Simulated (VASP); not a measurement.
A run of VASP 6.6.1 is set up as follows.

File INCAR:

```
PREC = Accurate
ENCUT = 520
EDIFF = 1E-7
ISMEAR = -1
SIGMA = 0.1
LREAL = F
LASPH = T
NELM = 60
ALGO = Normal
ISIF = 2
LWAVE = F
LCHARG = F
GGA = PE
NBANDS = 28
```

Contents of KPOINTS:

```
Automatic mesh
0
Gamma
  8 8 3
```

POSCAR

```
Ba
1.0
    4.4921103160      0.0000000000      0.0000000000
   -2.2460551580      3.8902816502      0.0000000000
    0.0000000000      0.0000000000     14.6712345366
Ba
4
Direct
    0.0000000000      1.0000000000      0.0000000000
    0.0000000000      1.0000000000      0.5000000000
    0.3333333333      0.6666666667      0.2500000000
    0.6666666667      0.3333333333      0.7500000000
```

Potentials or basis: VASP PAW PBE potentials, release 64 (Ba_sv).

The run is started by

```bash
$ cat potpaw_PBE.64/Ba_sv/POTCAR > POTCAR
$ mpirun -np 1 vasp_std > vasp.out
```

(1) What does it give for the band gap on the k mesh?

(2) Estimate the pressure.

Answers

(1) zero (bands 20 and 21 overlap by 0.12 eV).

(2) 0.0 GPa.

Caveat: spin-orbit coupling is left out, which moves the levels of the heavy elements.
